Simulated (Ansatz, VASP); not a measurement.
# Cu: VASP beside Ansatz

The input INCAR:

```
ALGO     = Normal         # electronic algorithm
EDIFF    = 1E-6           # SCF threshold, eV
ENCUT    = 820            # plane-wave cutoff, eV
GGA      = RP             # functional
GGA_COMPAT= F            
ISIF     = 2              # what is computed and relaxed
ISMEAR   = -1             # smearing method
LASPH    = T              # aspherical terms in the spheres
LCHARG   = F              # write CHGCAR
LREAL    = F              # projectors in reciprocal space
LWAVE    = F              # write WAVECAR
NBANDS   = 26             # bands
NELM     = 120            # most SCF steps
PREC     = Accurate       # precision mode
SIGMA    = 0.05           # smearing width, eV
```

Contents of KPOINTS:

```
k-points
0
Gamma
  12 12 7
```

Contents of POSCAR:

```
Cu
1.0
    2.5340966698      0.0000000000      0.0000000000
   -1.2670483349      2.1945920917      0.0000000000
    0.0000000000      0.0000000000      4.1125710000
Cu
2
Direct
    0.6666666667      0.3333333333      0.7500000000
    0.3333333333      0.6666666667      0.2500000000
```

The input input.yaml:

```yaml
crystal:
  lattice:
    - [2.5340966698, 0.0, 0.0]
    - [-1.2670483349, 2.1945920917, 0.0]
    - [0.0, 0.0, 4.112571]
  atoms:
    - { symbol: Cu, position: [0.6666666667, 0.3333333333, 0.75] }
    - { symbol: Cu, position: [0.3333333333, 0.6666666667, 0.25] }
hamiltonian:
  xc: rpbe
  pseudopotentials: { kind: paw }
kpoints:
  mp_grid: { grid: [12, 12, 7] }
  band_path:
    path:
      - [[0.0, 0.0, 0.0], [0.5, 0.0, 0.0], [0.3333333333, 0.3333333333, 0.0], [0.0, 0.0, 0.0], [0.0, 0.0, 0.5], [0.5, 0.0, 0.5], [0.3333333333, 0.3333333333, 0.5], [0.0, 0.0, 0.5]]
      - [[0.5, 0.0, 0.5], [0.5, 0.0, 0.0]]
      - [[0.3333333333, 0.3333333333, 0.0], [0.3333333333, 0.3333333333, 0.5]]
    npoints: 14
scf:
  occupations: { method: fermi_dirac, width: 0.05 }
  n_extra_bands: 6
output:
  forces: true
  stress: true
  eigenvalues: true
  fatbands: false
```

Alike in both runs: functional RPBE; k mesh 12 × 12 × 7; occupations fermi-dirac, width 0.05 eV; no spin polarisation.

|  | VASP | Ansatz |
| --- | --- | --- |
| version | VASP 6.6.1 | Ansatz 0.2.0 |
| potentials or method | VASP PAW PBE potentials, release 64 (Cu_sv_GW) | Ansatz PAW |
| plane-wave cutoff (eV) | 820 | 420 |
| valence electrons in the cell | 38 | 38 |
| task | single point | band structure |

VASP gave:

* gap on the k mesh at the Fermi level (eV): none
* pressure (GPa): 10.6
* traceless stress, the component that is largest in VASP (GPa): 0.34

Task: Which values does Ansatz return?

Result: gap on the k mesh at the Fermi level (eV): none; pressure (GPa): 12.5; traceless stress, the component that is largest in VASP (GPa): 0.33.

VASP's potentials were made for PBE, not for RPBE. A gap of «none» marks a metal or a gap that the smearing closes. The functional is the same, so the differences come from potentials, cutoffs and numerics.
